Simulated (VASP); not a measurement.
# InP (Fm-3m) in VASP: single point with PBEsol

Aim: the single point of InP with PBEsol.

All numbers are computed with VASP 6.6.1; they aren't measurements. Logs are shortened: lines on timing, memory, paths and dates and some standing lists are left out, and cuts for length are marked.

### Step 1. The cell of the first run

Symmetry: Fm-3m, No. 225, cubic system. The conventional cell has a = 5.881 Å, b = 5.881 Å, c = 5.881 Å, α = 90.00°, β = 90.00°, γ = 90.00°. In (site symmetry m-3m) has 6 P at 2.94 Å within 3.9 Å. P (site symmetry m-3m) has 6 In at 2.94 Å within 3.9 Å.

### Step 2. Single point, PBEsol (strain +0.030 along x and y, +0.030 along z)

File INCAR:

```
PREC = Accurate
ENCUT = 520
EDIFF = 1E-6
ISMEAR = 0
SIGMA = 0.15
LREAL = False
LASPH = True
NELM = 60
ALGO = Normal
ISIF = 2
LWAVE = False
LCHARG = False
GGA = PS
NBANDS = 16
```

File KPOINTS:

```
Automatic mesh
0
Gamma
  14 14 14
```

File POSCAR:

```
InP
1.0
    0.0000000000      2.9406500000      2.9406500000
    2.9406500000      0.0000000000      2.9406500000
    2.9406500000      2.9406500000      0.0000000000
In P
1 1
Direct
    0.0000000000      0.0000000000      0.0000000000
    0.5000000000      0.5000000000      0.5000000000
```

Potentials or basis: VASP PAW PBE potentials, release 64 (In_d, P).

Started as:

```bash
$ cat potpaw_PBE.64/In_d/POTCAR potpaw_PBE.64/P/POTCAR > POTCAR
$ mpirun -np 1 vasp_std > vasp.out
```

OUTCAR:

```text
PREC = Accurate
   ENCUT = 520
   EDIFF = 1E-6
   ISMEAR = 0
   LREAL = False
   LASPH = True
   NELM = 60
   ISIF = 2
   GGA = PS

 ion  position               nearest neighbor table
   1  0.000  0.000  0.000-   2 2.94   2 2.94   2 2.94   2 2.94   2 2.94   2 2.94
   2  0.500  0.500  0.500-   1 2.94   1 2.94   1 2.94   1 2.94   1 2.94   1 2.94

  LATTYP: Found a face centered cubic cell.
 ALAT       =     5.8813000000

  Lattice vectors:

 A1 = (   0.0000000000,   2.9406500000,   2.9406500000)
 A2 = (   2.9406500000,   0.0000000000,   2.9406500000)
 A3 = (   2.9406500000,   2.9406500000,   0.0000000000)

Analysis of symmetry for initial positions (statically):
=====================================================================
 Subroutine PRICEL returns:
 Original cell was already a primitive cell.

 Routine SETGRP: Setting up the symmetry group for a
 face centered cubic supercell.

 Subroutine GETGRP returns: Found 48 space group operations
 (whereof 48 operations were pure point group operations)
 out of a pool of 48 trial point group operations.

The static configuration has the point symmetry O_h .

Analysis of symmetry for dynamics (positions and initial velocities):
=====================================================================
 Subroutine PRICEL returns:
 Original cell was already a primitive cell.

 Routine SETGRP: Setting up the symmetry group for a
 face centered cubic supercell.

 Subroutine GETGRP returns: Found 48 space group operations
 (whereof 48 operations were pure point group operations)
 out of a pool of 48 trial point group operations.

The dynamic configuration has the point symmetry O_h .

 Subroutine INISYM returns: Found 48 space group operations
 (whereof 48 operations are pure point group operations),
 and found     1 'primitive' translations

----------------------------------------------------------------------------------------

                                     Primitive cell

  volume of cell :      50.8581

  direct lattice vectors                    reciprocal lattice vectors
     0.000000000  2.940650000  2.940650000    -0.170030435  0.170030435  0.170030435
     2.940650000  0.000000000  2.940650000     0.170030435 -0.170030435  0.170030435
     2.940650000  2.940650000  0.000000000     0.170030435  0.170030435 -0.170030435

  length of vectors
     4.158707112  4.158707112  4.158707112     0.294501353  0.294501353  0.294501353

  position of ions in fractional coordinates (direct lattice)
     0.000000000  0.000000000  0.000000000
     0.500000000  0.500000000  0.500000000

  ion indices of the primitive-cell ions
   primitive index   ion index
                 1           1
                 2           2

----------------------------------------------------------------------------------------

 KPOINTS: Automatic mesh

Automatic generation of k-mesh.
 Grid dimensions read from file:
 generate k-points for:   14   14   14

 Generating k-lattice:

  Cartesian coordinates                     Fractional coordinates (reciprocal lattice)
    -0.012145031  0.012145031  0.012145031     0.071428571  0.000000000  0.000000000
     0.012145031 -0.012145031  0.012145031     0.000000000  0.071428571  0.000000000
     0.012145031  0.012145031 -0.012145031     0.000000000  0.000000000  0.071428571

  Length of vectors
     0.021035811  0.021035811  0.021035811

  Shift w.r.t. Gamma in fractional coordinates (k-lattice)
     0.000000000  0.000000000  0.000000000

 Subroutine IBZKPT returns following result:
 ===========================================

 Found    104 irreducible k-points:

 Following reciprocal coordinates:
            Coordinates               Weight
  0.000000  0.000000  0.000000      1.000000
  0.071429  0.000000  0.000000      8.000000
  0.142857  0.000000  0.000000      8.000000
  0.214286  0.000000  0.000000      8.000000
  0.285714  0.000000  0.000000      8.000000
  0.357143  0.000000  0.000000      8.000000
[... 16 lines left out ...]
  0.214286  0.142857  0.000000     24.000000
  0.285714  0.142857  0.000000     24.000000
 [... further k-points ...]
   k-points           NKPTS =    104   k-points in BZ     NKDIM =    104   number of bands    NBANDS=     16
   number of dos      NEDOS =    301   number of ions     NIONS =      2
   total plane-waves  NPLWV =  32768
   dimension x,y,z NGX =    32 NGY =   32 NGZ =   32
   dimension x,y,z NGXF=    64 NGYF=   64 NGZF=   64
   ions per type =               1   1
   NGX,Y,Z   is equivalent  to a cutoff of  12.79, 12.79, 12.79 a.u.
   NGXF,Y,Z  is equivalent  to a cutoff of  25.58, 25.58, 25.58 a.u.
 SYSTEM =  unknown system
   PREC   = accura    normal or accurate (medium, high low for compatibility)
   ISTART =      0    job   : 0-new  1-cont  2-samecut
   ICHARG =      2    charge: 1-file 2-atom 10-const
   ISPIN  =      1    spin polarized calculation?
   LNONCOLLINEAR =      F non collinear calculations
   LSORBIT =      F    spin-orbit coupling
   LASPH  =      T    aspherical Exc in radial PAW
   ENCUT  =  520.0 eV  38.22 Ry    6.18 a.u.   7.73  7.73  7.73*2*pi/ulx,y,z
   NELM   =     60;   NELMIN=  2; NELMDL= -5     # of ELM steps
   EDIFF  = 0.1E-05   stopping-criterion for ELM
   LREAL  =      F    real-space projection
   EDIFFG = 0.1E-04   stopping-criterion for IOM
   NSW    =      0    number of steps for IOM
   IBRION =     -1    ionic relax: 0-MD 1-quasi-New 2-CG
   NFREE  =      0    steps in history (QN), initial steepest desc. (CG)
   ISIF   =      2    stress and relaxation
   ISYM   =      2    0-nonsym 1-usesym 2-fastsym
   POTIM  = 0.5000    time-step for ionic-motion
   TEBEG  =    0.0;   TEEND  =   0.0 temperature during run
   PSTRESS=    0.0 pullay stress
   NELECT =      18.0000    total number of electrons
   NUPDOWN=      -1.0000    fix difference up-down
   EMIN   =  10.00;   EMAX   =-10.00  energy-range for DOS
   EFERMI =   0.00;   METHOD = LEGACY
   ISMEAR =     0;   SIGMA  =   0.15  broadening in eV -4-tet -1-fermi 0-gaus
   EFERMI_NEDOS =   21; number of points for ismear=-14 and -15
   IALGO  =     38    algorithm
   IMIX   =      4    mixing-type and parameters
     AMIX     =   0.40;   BMIX     =  1.00
     AMIX_MAG =   1.60;   BMIX_MAG =  1.00
  volume/ion in A,a.u.               =      25.43       171.60
  Fermi-wavevector in a.u.,A,eV,Ry     =   1.158010  2.188322 18.245240  1.340987
  Thomas-Fermi vector in A             =   2.294616
   LORBIT       =      0    0 simple, 1 ext, 2 COOP (PROOUT), +10 PAW based schemes
   GGA     = PS    functional components
   LHFCALC =     F    Hartree Fock is set to
   AEXX    =    0.0000 exact exchange contribution
   IVDW    =     0    specifies the selected vdW correction
   LEPSILON=     F    determine dielectric tensor
   LRPA    =     F    only Hartree local field effects (RPA)
 non-spin polarized calculation
 Gauss-broadening in eV      SIGMA  =   0.15
  energy-cutoff  :      520.00
  volume of cell :       50.86
 maximum number of plane-waves:      1387
   NGX = 15   NGY = 15   NGZ = 15

 number of electron      18.0000007 magnetization

 Free energy of the ion-electron system (eV)
  ---------------------------------------------------
  ext. energy  EPLUGINS =         0.00000000
  ---------------------------------------------------
  free energy    TOTEN  =        -8.37231238 eV

  energy without entropy =       -8.35643917  energy(sigma->0) =       -8.36437578

 E-fermi :   4.9024     XC(G=0):  -9.7470

 val. band max:        4.8881693661   @ k =   0.3571   0.1429   0.0714
 cond. band min:       4.9197119846   @ k =  -0.3571   0.1429   0.0000
 fundamental gap:      0.0315426185
 Fermi energy:         4.9023950554

 k-point     1 :       0.0000    0.0000    0.0000
  band No.  band energies     occupation
      1      -9.0701      2.00000
      2      -9.0701      2.00000
      3      -9.0589      2.00000
      4      -9.0589      2.00000
      5      -9.0589      2.00000
      6      -5.9220      2.00000
[... 8 lines left out ...]
     15      12.2587      0.00000
     16      12.2587      0.00000

 k-point     2 :       0.0714    0.0000    0.0000
  band No.  band energies     occupation
      1      -9.0712      2.00000
      2      -9.0712      2.00000
      3      -9.0588      2.00000
      4      -9.0572      2.00000
      5      -9.0572      2.00000
      6      -5.8710      2.00000
[... 8 lines left out ...]
     15      12.2126      0.00000
     16      12.4723      0.00000

 k-point     3 :       0.1429    0.0000    0.0000
  band No.  band energies     occupation
      1      -9.0751      2.00000
      2      -9.0751      2.00000
      3      -9.0585      2.00000
      4      -9.0514      2.00000
      5      -9.0514      2.00000
      6      -5.7203      2.00000
[... 8 lines left out ...]
     15      12.4951      0.00000
     16      12.4951      0.00000

 k-point     4 :       0.2143    0.0000    0.0000
  band No.  band energies     occupation
      1      -9.0815      2.00000
      2      -9.0815      2.00000
      3      -9.0584      2.00000
      4      -9.0423      2.00000
      5      -9.0423      2.00000
      6      -5.4781      2.00000
[... 8 lines left out ...]
     15      12.9977      0.00000
     16      12.9977      0.00000

 k-point     5 :       0.2857    0.0000    0.0000
  band No.  band energies     occupation
      1      -9.0887      2.00000
      2      -9.0887      2.00000
      3      -9.0585      2.00000
      4      -9.0321      2.00000
      5      -9.0321      2.00000
      6      -5.1629      2.00000
[... 8 lines left out ...]
     15      13.6757      0.00000
     16      13.6757      0.00000

 k-point     6 :       0.3571    0.0000    0.0000
  band No.  band energies     occupation
      1      -9.0953      2.00000
      2      -9.0953      2.00000
      3      -9.0589      2.00000
      4      -9.0228      2.00000
      5      -9.0228      2.00000
      6      -4.8138      2.00000
[... 8 lines left out ...]
     15      14.4872      0.00000
     16      14.4872      0.00000

 k-point     7 :       0.4286    0.0000    0.0000
  band No.  band energies     occupation
      1      -9.0998      2.00000
      2      -9.0998      2.00000
      3      -9.0592      2.00000
      4      -9.0163      2.00000
      5      -9.0163      2.00000
      6      -4.5105      2.00000
[... 8 lines left out ...]
     15      15.3304      0.00000
     16      15.3304      0.00000

 k-point     8 :       0.5000    0.0000    0.0000
  band No.  band energies     occupation
      1      -9.1015      2.00000
      2      -9.1015      2.00000
      3      -9.0594      2.00000
      4      -9.0140      2.00000
      5      -9.0140      2.00000
      6      -4.3824      2.00000
[... 8 lines left out ...]
     15      15.8007      0.00000
     16      15.8007      0.00000

 k-point     9 :       0.0714    0.0714    0.0000
  band No.  band energies     occupation
      1      -9.0741      2.00000
      2      -9.0688      2.00000
      3      -9.0603      2.00000
      4      -9.0560      2.00000
      5      -9.0560      2.00000
      6      -5.8537      2.00000
[... 8 lines left out ...]
     15      12.8668      0.00000
     16      12.8668      0.00000
[... 172 lines left out ...]
 k-point    19 :      -0.2143    0.0714    0.0000
  band No.  band energies     occupation
      1      -9.0864      2.00000
      2      -9.0832      2.00000
      3      -9.0583      2.00000
      4      -9.0417      2.00000
      5      -9.0352      2.00000
      6      -5.3350      2.00000
[... 8 lines left out ...]
     15      12.8285      0.00000
     16      14.0067      0.00000

 k-point    20 :      -0.1429    0.0714    0.0000
  band No.  band energies     occupation
      1      -9.0800      2.00000
      2      -9.0761      2.00000
      3      -9.0589      2.00000
      4      -9.0502      2.00000
      5      -9.0444      2.00000
      6      -5.6040      2.00000
[... 8 lines left out ...]
     15      12.8656      0.00000
     16      13.3352      0.00000

 k-point    21 :      -0.0714    0.0714    0.0000
  band No.  band energies     occupation
      1      -9.0748      2.00000
      2      -9.0717      2.00000
      3      -9.0592      2.00000
      4      -9.0555      2.00000
      5      -9.0523      2.00000
      6      -5.7864      2.00000
[... 8 lines left out ...]
     15      12.7900      0.00000
     16      12.8212      0.00000

 k-point    22 :       0.1429    0.1429    0.0000
  band No.  band energies     occupation
      1      -9.0879      2.00000
      2      -9.0652      2.00000
      3      -9.0642      2.00000
      4      -9.0478      2.00000
      5      -9.0478      2.00000
      6      -5.6480      2.00000
[... 8 lines left out ...]
     15      13.8915      0.00000
     16      13.8915      0.00000

 k-point    23 :       0.2143    0.1429    0.0000
  band No.  band energies     occupation
      1      -9.0983      2.00000
      2      -9.0657      2.00000
      3      -9.0655      2.00000
      4      -9.0422      2.00000
      5      -9.0401      2.00000
      6      -5.4639      2.00000
[... 8 lines left out ...]
     15      14.1089      0.00000
     16      14.2166      0.00000

 k-point    24 :       0.2857    0.1429    0.0000
  band No.  band energies     occupation
      1      -9.1085      2.00000
      2      -9.0704      2.00000
      3      -9.0646      2.00000
      4      -9.0365      2.00000
      5      -9.0298      2.00000
      6      -5.1954      2.00000
[... 8 lines left out ...]
     15      14.4589      0.00000
     16      14.5315      0.00000

 [... further k-points ...]
[... 5 lines left out ...]
  --------------------------------------------------------------------------------------
  -------------------------------------------------------------------------------------
  Total       -3.4641143     -3.4641143     -3.4641143      0.0000000      0.0000000     -0.0000000
  in kB     -109.1296577   -109.1296577   -109.1296577      0.0000000      0.0000000     -0.0000000
  external PRESSURE =    -109.1296577 kB  Pullay stress =       0.0000000 kB

 VOLUME and BASIS-vectors are now :
 -----------------------------------------------------------------------------
  energy-cutoff  :      520.00
  volume of cell :       50.86
      direct lattice vectors                 reciprocal lattice vectors
     0.000000000  2.940650000  2.940650000    -0.170030435  0.170030435  0.170030435
     2.940650000  0.000000000  2.940650000     0.170030435 -0.170030435  0.170030435
     2.940650000  2.940650000  0.000000000     0.170030435  0.170030435 -0.170030435

 POSITION                                       TOTAL-FORCE (eV/Angst)
 -----------------------------------------------------------------------------------
      0.00000      0.00000      0.00000        -0.000000     -0.000000     -0.000000
      2.94065      2.94065      2.94065         0.000000      0.000000      0.000000
 -----------------------------------------------------------------------------------
    total drift:                                0.000000     -0.000000     -0.000000

  FREE ENERGIE OF THE ION-ELECTRON SYSTEM (eV)
  ---------------------------------------------------
  free  energy   TOTEN  =        -8.3723123790 eV

  energy  without entropy=       -8.3564391742  energy(sigma->0) =       -8.36437578
```

Wall time 51 s (1 thread of Intel Xeon Platinum 8488C (Sapphire Rapids), shared host); peak memory 0.22 GiB.

What came out:

```
Free energy            : -8.3723 eV
Pressure               : -10.9 GPa
Band gap on the k mesh : zero (band 9 reaches 5.18 eV, above the bottom of band 10 at 3.10 eV)
```

Levels at points of the mesh, in eV from the Fermi level:
| k point | band 5 | band 6 | band 7 | band 8 | band 9 | band 10 | band 11 | band 12 | band 13 | band 14 |
| --- | --- | --- | --- | --- | --- | --- | --- | --- | --- | --- |
| (0.00, 0.00, 0.00) | -13.96 | -10.82 | -0.81 | -0.15 | -0.15 | -0.15 | 7.00 | 7.00 | 7.00 | 7.36 |
| (0.50, 0.00, 0.00) | -13.92 | -9.28 | -5.80 | 0.13 | 0.13 | 2.26 | 3.36 | 3.36 | 3.86 | 10.03 |
| (0.50, 0.50, 0.00) | -13.90 | -8.62 | -3.95 | -2.73 | -1.80 | -1.80 | 4.08 | 8.37 | 8.37 | 8.60 |

Caveat: the cell differs from its parent crystal (strain +0.030 along x and y, +0.030 along z); the PAW data sets were made with another functional, which shifts forces and pressure a little; spin-orbit coupling is left out, which moves the levels of the heavy elements.
